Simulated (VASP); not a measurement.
Set up this calculation in VASP 6.6.1, as the native input.

| Quantity | Value |
| --- | --- |
| Task | single point |
| Functional | r2SCAN |
| Dispersion | D3(BJ) |
| Potentials or basis | VASP PAW PBE potentials, release 64 (P) |
| Cutoff | 520 eV |
| k mesh | 20 × 20 × 20 |
| Occupations | gaussian, width 0.05 eV |
| Spin | no spin polarisation |
| Dipole correction | no |
| Further INCAR settings | ALGO = Normal; EDIFF = 1e-06; NBANDS = 8 |

The system is P.

```
P
1.0
    -1.51701    1.51701    1.51701
     1.51701   -1.51701    1.51701
     1.51701    1.51701   -1.51701
P
1
Direct
  0.00000 0.00000 0.00000
```

This isn't the form of P at room conditions, which is orthorhombic.

The input as run:

POSCAR

```
P
1.0
   -1.5170075226      1.5170075226      1.5170075226
    1.5170075226     -1.5170075226      1.5170075226
    1.5170075226      1.5170075226     -1.5170075226
P
1
Direct
    0.0000000000      0.0000000000      0.0000000000
```

INCAR.step1

```
SYSTEM = P
  PREC = Accurate
  ENCUT = 520
  ISMEAR = 0
  SIGMA = 0.05
  LREAL = .FALSE.
  LASPH = .TRUE.
  NELM = 100
  NBANDS = 8
  GGA = PE
  ALGO = Normal
  EDIFF = 1E-4
  LWAVE = .TRUE.
  LCHARG = .FALSE.
```

INCAR.step2

```
SYSTEM = P
  PREC = Accurate
  ENCUT = 520
  EDIFF = 1E-6
  ISMEAR = 0
  SIGMA = 0.05
  LREAL = .FALSE.
  LASPH = .TRUE.
  NELM = 100
  ALGO = Normal
  ISIF = 2
  LWAVE = .FALSE.
  LCHARG = .TRUE.
  METAGGA = R2SCAN
  LMIXTAU = .TRUE.
  IVDW = 12
  VDW_S6 = 1.0
  VDW_S8 = 0.78981345
  VDW_A1 = 0.49484001
  VDW_A2 = 5.73083694
  LELF = .TRUE.
  LVHAR = .TRUE.
  NBANDS = 8
  ISTART = 1
```

KPOINTS

```
regular mesh
0
G
  20 20 20
  0 0 0
```

Potentials or basis: VASP PAW PBE potentials, release 64 (P).

The run is started by

```bash
$ cat potpaw_PBE.64/P/POTCAR > POTCAR
$ cp INCAR.step1 INCAR
$ mpirun -np 1 vasp_std > vasp.out
$ cp INCAR.step2 INCAR
$ mpirun -np 1 vasp_std > vasp.out
```

It gave:

The pressure is -0.2 GPa. The band gap on the k mesh is zero (an odd number of electrons rules out a gap without spin polarisation) and the dispersion energy per atom is -0.237 eV.

Caveat: the PAW data sets were made with another functional, which shifts forces and pressure a little.

It took 100 s on 1 thread of Intel Xeon 8259CL, on a shared host, peak memory 0.15 GiB.
